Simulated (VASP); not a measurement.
# BeCd2Te3 (P4/mmm) in VASP: notebook

The runs below take BeCd2Te3 through single point, relaxation of cell and atoms, with PBE.

Everything below comes from runs of VASP 6.6.1. Logs are shortened: lines on timing, memory, paths and dates and some standing lists are left out, and cuts for length are marked.

## Step 1: The cell of the first run

It takes space group P4/mmm (No. 123, tetragonal). The conventional cell has a = 4.487 Å, b = 4.487 Å, c = 8.638 Å, α = 90.00°, β = 90.00°, γ = 90.00°. Be (site symmetry 4/mmm) has 2 Cd at 1.96 Å and 4 Te at 2.24 Å within 2.6 Å. Within 2.6 Å of Cd (site symmetry 4mm) lie 1 Be at 1.96 Å and 1 Te at 2.36 Å. Te (site symmetry mmm) has 2 Be at 2.24 Å and 4 Cd at 2.98 Å within 3.0 Å. Te (site symmetry 4/mmm) has 2 Cd at 2.36 Å within 3.1 Å.

The cell was built from a structure type or drawn by symmetry, and may not be a known phase.

## Step 2: Single point, PBE

The input, INCAR:

```
ALGO = Normal
EDIFF = 1E-6
ENCUT = 600
GGA = PE
GGA_COMPAT = False
ISIF = 2
ISMEAR = 0
LASPH = True
LCHARG = False
LREAL = False
LWAVE = False
NBANDS = 31
NELM = 120
PREC = Accurate
SIGMA = 0.1
```

The input, KPOINTS:

```
k-points
0
Gamma
  4 4 2
```

The input, POSCAR:

```
BeCd2Te3
1.0
    4.4871323700      0.0000000000      0.0000000000
    0.0000000000      4.4871323700      0.0000000000
    0.0000000000      0.0000000000      8.6375365900
Be Cd Te
1 2 3
Direct
    0.0000000000      0.0000000000      0.0000000000
    0.0000000000      0.0000000000      0.7732483200
    0.0000000000      0.0000000000      0.2267516800
    0.0000000000      0.5000000000      0.0000000000
    0.5000000000      0.0000000000      0.0000000000
    0.0000000000      0.0000000000      0.5000000000
```

Potentials or basis: VASP PAW PBE potentials, release 64 (Be, Cd, Te).

Started as:

```
$ cat potpaw_PBE.64/Be/POTCAR potpaw_PBE.64/Cd/POTCAR potpaw_PBE.64/Te/POTCAR > POTCAR
$ mpirun -np 1 vasp_std > vasp.out
```

OUTCAR:

```text
EDIFF = 1E-6
   ENCUT = 600
   GGA = PE
   ISIF = 2
   ISMEAR = 0
   LASPH = True
   LREAL = False
   NELM = 120
   PREC = Accurate

 ion  position               nearest neighbor table
   1  0.000  0.000  0.000-   2 1.96   3 1.96   4 2.24   5 2.24   4 2.24   5 2.24
   2  0.000  0.000  0.773-   1 1.96   6 2.36   5 2.98   4 2.98   4 2.98   5 2.98
   3  0.000  0.000  0.227-   1 1.96   6 2.36   5 2.98   4 2.98   4 2.98   5 2.98
   4  0.000  0.500  0.000-   1 2.24   1 2.24   3 2.98   2 2.98   2 2.98   3 2.98   5 3.17   5 3.17
                             5 3.17   5 3.17
   5  0.500  0.000  0.000-   1 2.24   1 2.24   3 2.98   2 2.98   2 2.98   3 2.98   4 3.17   4 3.17
                             4 3.17   4 3.17
   6  0.000  0.000  0.500-   2 2.36   3 2.36

  LATTYP: Found a simple tetragonal cell.
 ALAT       =     4.4871323700
 C/A-ratio  =     1.9249569386

  Lattice vectors:

 A1 = (   4.4871323700,   0.0000000000,   0.0000000000)
 A2 = (   0.0000000000,   4.4871323700,   0.0000000000)
 A3 = (   0.0000000000,   0.0000000000,   8.6375365900)

Analysis of symmetry for initial positions (statically):
=====================================================================
 Subroutine PRICEL returns:
 Original cell was already a primitive cell.

 Routine SETGRP: Setting up the symmetry group for a
 simple tetragonal supercell.

 Subroutine GETGRP returns: Found 16 space group operations
 (whereof 16 operations were pure point group operations)
 out of a pool of 16 trial point group operations.

The static configuration has the point symmetry D_4h.

Analysis of symmetry for dynamics (positions and initial velocities):
=====================================================================
 Subroutine PRICEL returns:
 Original cell was already a primitive cell.

 Routine SETGRP: Setting up the symmetry group for a
 simple tetragonal supercell.

 Subroutine GETGRP returns: Found 16 space group operations
 (whereof 16 operations were pure point group operations)
 out of a pool of 16 trial point group operations.

The dynamic configuration has the point symmetry D_4h.

 Subroutine INISYM returns: Found 16 space group operations
 (whereof 16 operations are pure point group operations),
 and found     1 'primitive' translations

----------------------------------------------------------------------------------------

                                     Primitive cell

  volume of cell :     173.9112

  direct lattice vectors                    reciprocal lattice vectors
     4.487132370  0.000000000  0.000000000     0.222859483  0.000000000  0.000000000
     0.000000000  4.487132370  0.000000000     0.000000000  0.222859483  0.000000000
     0.000000000  0.000000000  8.637536590     0.000000000  0.000000000  0.115773750

  length of vectors
     4.487132370  4.487132370  8.637536590     0.222859483  0.222859483  0.115773750

  position of ions in fractional coordinates (direct lattice)
     0.000000000  0.000000000  0.000000000
     0.000000000  0.000000000  0.773248320
     0.000000000  0.000000000  0.226751680
     0.000000000  0.500000000  0.000000000
     0.500000000  0.000000000  0.000000000
     0.000000000  0.000000000  0.500000000

  ion indices of the primitive-cell ions
   primitive index   ion index
                 1           1
                 2           2
                 3           3
                 4           4
                 5           5
                 6           6

----------------------------------------------------------------------------------------

 KPOINTS: k-points

Automatic generation of k-mesh.
 Grid dimensions read from file:
 generate k-points for:    4    4    2

 Generating k-lattice:

  Cartesian coordinates                     Fractional coordinates (reciprocal lattice)
     0.055714871  0.000000000  0.000000000     0.250000000  0.000000000  0.000000000
     0.000000000  0.055714871  0.000000000     0.000000000  0.250000000  0.000000000
     0.000000000  0.000000000  0.057886875     0.000000000  0.000000000  0.500000000

  Length of vectors
     0.055714871  0.055714871  0.057886875

  Shift w.r.t. Gamma in fractional coordinates (k-lattice)
     0.000000000  0.000000000  0.000000000

 Subroutine IBZKPT returns following result:
 ===========================================

 Found     12 irreducible k-points:

 Following reciprocal coordinates:
            Coordinates               Weight
  0.000000  0.000000  0.000000      1.000000
  0.250000  0.000000  0.000000      4.000000
  0.500000  0.000000  0.000000      2.000000
  0.250000  0.250000  0.000000      4.000000
  0.500000  0.250000  0.000000      4.000000
  0.500000  0.500000  0.000000      1.000000
  0.000000  0.000000  0.500000      1.000000
  0.250000  0.000000  0.500000      4.000000
  0.500000  0.000000  0.500000      2.000000
  0.250000  0.250000  0.500000      4.000000
  0.500000  0.250000  0.500000      4.000000
  0.500000  0.500000  0.500000      1.000000
   k-points           NKPTS =     12   k-points in BZ     NKDIM =     12   number of bands    NBANDS=     31
   number of dos      NEDOS =    301   number of ions     NIONS =      6
   total plane-waves  NPLWV =  90720
   dimension x,y,z NGX =    36 NGY =   36 NGZ =   70
   dimension x,y,z NGXF=    72 NGYF=   72 NGZF=  140
   ions per type =               1   2   3
   NGX,Y,Z   is equivalent  to a cutoff of  13.34, 13.34, 13.47 a.u.
   NGXF,Y,Z  is equivalent  to a cutoff of  26.68, 26.68, 26.95 a.u.
 SYSTEM =  unknown system
   PREC   = accura    normal or accurate (medium, high low for compatibility)
   ISTART =      0    job   : 0-new  1-cont  2-samecut
   ICHARG =      2    charge: 1-file 2-atom 10-const
   ISPIN  =      1    spin polarized calculation?
   LNONCOLLINEAR =      F non collinear calculations
   LSORBIT =      F    spin-orbit coupling
   LASPH  =      T    aspherical Exc in radial PAW
   ENCUT  =  600.0 eV  44.10 Ry    6.64 a.u.   8.96  8.96 17.25*2*pi/ulx,y,z
   NELM   =    120;   NELMIN=  2; NELMDL= -5     # of ELM steps
   EDIFF  = 0.1E-05   stopping-criterion for ELM
   LREAL  =      F    real-space projection
   EDIFFG = 0.1E-04   stopping-criterion for IOM
   NSW    =      0    number of steps for IOM
   IBRION =     -1    ionic relax: 0-MD 1-quasi-New 2-CG
   NFREE  =      0    steps in history (QN), initial steepest desc. (CG)
   ISIF   =      2    stress and relaxation
   ISYM   =      2    0-nonsym 1-usesym 2-fastsym
   POTIM  = 0.5000    time-step for ionic-motion
   TEBEG  =    0.0;   TEEND  =   0.0 temperature during run
   PSTRESS=    0.0 pullay stress
   NELECT =      44.0000    total number of electrons
   NUPDOWN=      -1.0000    fix difference up-down
   EMIN   =  10.00;   EMAX   =-10.00  energy-range for DOS
   EFERMI =   0.00;   METHOD = LEGACY
   ISMEAR =     0;   SIGMA  =   0.10  broadening in eV -4-tet -1-fermi 0-gaus
   EFERMI_NEDOS =   21; number of points for ismear=-14 and -15
   IALGO  =     38    algorithm
   IMIX   =      4    mixing-type and parameters
     AMIX     =   0.40;   BMIX     =  1.00
     AMIX_MAG =   1.60;   BMIX_MAG =  1.00
  volume/ion in A,a.u.               =      28.99       195.60
  Fermi-wavevector in a.u.,A,eV,Ry     =   1.035420  1.956660 14.586729  1.072094
  Thomas-Fermi vector in A             =   2.169762
   LORBIT       =      0    0 simple, 1 ext, 2 COOP (PROOUT), +10 PAW based schemes
   GGA     = PE    functional components
   LHFCALC =     F    Hartree Fock is set to
   AEXX    =    0.0000 exact exchange contribution
   IVDW    =     0    specifies the selected vdW correction
   LEPSILON=     F    determine dielectric tensor
   LRPA    =     F    only Hartree local field effects (RPA)
 non-spin polarized calculation
 Gauss-broadening in eV      SIGMA  =   0.10
  energy-cutoff  :      600.00
  volume of cell :      173.91
 maximum number of plane-waves:      5880
 NGX is ok and might be reduce to    36
   NGX = 17   NGY = 17   NGZ = 35

 number of electron      44.0000011 magnetization

 Free energy of the ion-electron system (eV)
  ---------------------------------------------------
  ext. energy  EPLUGINS =         0.00000000
  ---------------------------------------------------
  free energy    TOTEN  =        -7.71585098 eV

  energy without entropy =       -7.69738340  energy(sigma->0) =       -7.70661719

 E-fermi :   3.8281     XC(G=0):  -8.5411

 val. band max:        3.8188160311   @ k =   0.2500   0.2500   0.5000
 cond. band min:       3.8804374732   @ k =   0.0000   0.0000   0.0000
 fundamental gap:      0.0616214421
 Fermi energy:         3.8281194899

 k-point     1 :       0.0000    0.0000    0.0000
  band No.  band energies     occupation
      1     -10.9415      2.00000
      2      -8.0864      2.00000
      3      -7.0579      2.00000
      4      -6.8238      2.00000
      5      -6.5210      2.00000
      6      -6.5210      2.00000
[... 23 lines left out ...]
     30       9.6697      0.00000
     31      10.1187      0.00000

 k-point     2 :       0.2500    0.0000    0.0000
  band No.  band energies     occupation
      1     -10.5833      2.00000
      2      -8.2126      2.00000
      3      -7.8354      2.00000
      4      -7.0524      2.00000
      5      -6.4889      2.00000
      6      -6.0416      2.00000
[... 23 lines left out ...]
     30      10.5046      0.00000
     31      10.7869      0.00000

 k-point     3 :       0.5000    0.0000    0.0000
  band No.  band energies     occupation
      1      -9.6948      2.00000
      2      -9.3959      2.00000
      3      -7.9552      2.00000
      4      -7.0467      2.00000
      5      -6.4568      2.00000
      6      -6.0861      2.00000
[... 295 lines left out ...]
     30       9.9200      0.00000
     31      10.1982      0.00000

 k-point    12 :       0.5000    0.5000    0.5000
  band No.  band energies     occupation
      1      -9.1057      2.00000
      2      -9.1057      2.00000
      3      -8.1534      2.00000
      4      -7.5421      2.00000
      5      -6.1418      2.00000
      6      -6.1418      2.00000
[... 23 lines left out ...]
     30       8.9431      0.00000
     31       9.3011      0.00000

------------------------ aborting loop because EDIFF is reached ----------------------------------------

  FORCE on cell =-STRESS in cart. coord.  units (eV):
  Direction    XX          YY          ZZ          XY          YZ          ZX
  --------------------------------------------------------------------------------------
  -------------------------------------------------------------------------------------
  Total       17.6531348     17.6531348     41.6472423      0.0000000      0.0000000      0.0000000
  in kB      162.6315331    162.6315331    383.6800066      0.0000000      0.0000000      0.0000000
  external PRESSURE =     236.3143576 kB  Pullay stress =       0.0000000 kB

 VOLUME and BASIS-vectors are now :
 -----------------------------------------------------------------------------
  energy-cutoff  :      600.00
  volume of cell :      173.91
      direct lattice vectors                 reciprocal lattice vectors
     4.487132370  0.000000000  0.000000000     0.222859483  0.000000000  0.000000000
     0.000000000  4.487132370  0.000000000     0.000000000  0.222859483  0.000000000
     0.000000000  0.000000000  8.637536590     0.000000000  0.000000000  0.115773750

 POSITION                                       TOTAL-FORCE (eV/Angst)
 -----------------------------------------------------------------------------------
      0.00000      0.00000      0.00000         0.000000      0.000000      0.000000
      0.00000      0.00000      6.67896         0.000000      0.000000     -2.055874
      0.00000      0.00000      1.95858         0.000000      0.000000      2.055874
      0.00000      2.24357      0.00000         0.000000      0.000000      0.000000
      2.24357      0.00000      0.00000         0.000000      0.000000      0.000000
      0.00000      0.00000      4.31877         0.000000      0.000000      0.000000
 -----------------------------------------------------------------------------------
    total drift:                                0.000000     -0.000000      0.000000

  FREE ENERGIE OF THE ION-ELECTRON SYSTEM (eV)
  ---------------------------------------------------
  free  energy   TOTEN  =        -7.7158509796 eV

  energy  without entropy=       -7.6973834037  energy(sigma->0) =       -7.70661719
```

Wall time 49 s (1 thread of Intel Xeon 6975P-C (Granite Rapids), shared host); peak memory 0.32 GiB.

Results:

```yaml
Free_energy: -7.7159 eV
Pressure: 23.6 GPa
Largest_force: 2.056 eV/Å
Band_gap_on_the_k_mesh: zero (bands 22 and 23 overlap by 1.29 eV)
```

Forces in eV/Å, atoms in the order of the input:
```
Be   0.000  0.000  0.000
Cd   0.000  0.000 -2.056
Cd   0.000  0.000  2.056
Te   0.000  0.000  0.000
Te   0.000  0.000  0.000
Te   0.000  0.000  0.000
```

Caveat: the k points lie up to 0.36 Å⁻¹ apart, too coarse for converged energies and pressures of a metal; spin-orbit coupling is left out, which moves the levels of the heavy elements; forces of over 1 eV/Å act on the atoms, so gaps and moduli don't describe the material at rest.

(Continued in part 2 of 2.)
